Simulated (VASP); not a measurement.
**LiCl: relaxation of cell and atoms with PBE**

The system is LiCl.

```
Li Cl
1.0
     0.00000    2.57570    2.57570
     2.57570    0.00000    2.57570
     2.57570    2.57570    0.00000
Li Cl
1 1
Direct
  0.00000 0.00000 0.00000
  0.50000 0.50000 0.50000
```

```json
{
  "Program": "VASP 6.6.1",
  "Task": "relaxation of cell and atoms",
  "Functional": "PBE",
  "Potentials or basis": "VASP PAW PBE potentials, release 64 (Li_sv, Cl)",
  "Cutoff": "600 eV",
  "k mesh": "8 × 8 × 8",
  "Occupations": "gaussian, width 0.01 eV",
  "Spin": "no spin polarisation",
  "Dipole correction": "no",
  "Further INCAR settings": "ALGO = Normal; EDIFF = 1e-06; IBRION = 2; EDIFFG = -0.001; NSW = 80; ISIF = 3"
}
```

| Property | Result |
| --- | --- |
| Relaxed volume | 17.02 Å³/atom |
| Relaxed cell | a = 3.638 Å, b = 3.638 Å, c = 3.638 Å, α = 60.00°, β = 60.00°, γ = 60.00° |
| Space group after relaxing (to 0.05 Å) | Fm-3m (No. 225) |
| Energy gained by relaxing | 0.0 meV/atom |
| Ionic steps | 4 |
| Pressure after relaxing | 0.0 GPa |
| Band gap on the k mesh | 6.29 eV, direct |

Final structure:
```
Li Cl
1.0
     0.00000    2.57246    2.57246
     2.57246    0.00000    2.57246
     2.57246    2.57246    0.00000
Li Cl
1 1
Direct
  0.00000 0.00000 0.00000
  0.50000 0.50000 0.50000
```

Levels at points of the mesh, in eV from the valence-band top:
```
           k point  band 1  band 2  band 3  band 4  band 5  band 6  band 7  band 8  band 9
(0.00, 0.00, 0.00)  -43.54  -13.36    0.00    0.00    0.00    6.29   11.93   11.93   11.93
(0.50, 0.00, 0.00)  -43.53  -12.81   -2.78   -0.25   -0.25    6.75    9.50    9.50   12.88
(0.50, 0.50, 0.00)  -43.53  -12.57   -2.85   -1.08   -1.08    7.86    8.31   12.36   14.05
```

Run time: 12 s on 1 thread of Intel(R) Xeon(R) 6975P-C (Granite Rapids), with other jobs on the host, peak memory 0.16 GiB.

Caveat: the cutoff is under 1.25 times the usual one of these potentials, so pressure, stress and relaxed cells hold a basis-set (Pulay) error. A hybrid or GW would open this gap; PBE tends to underestimate it.
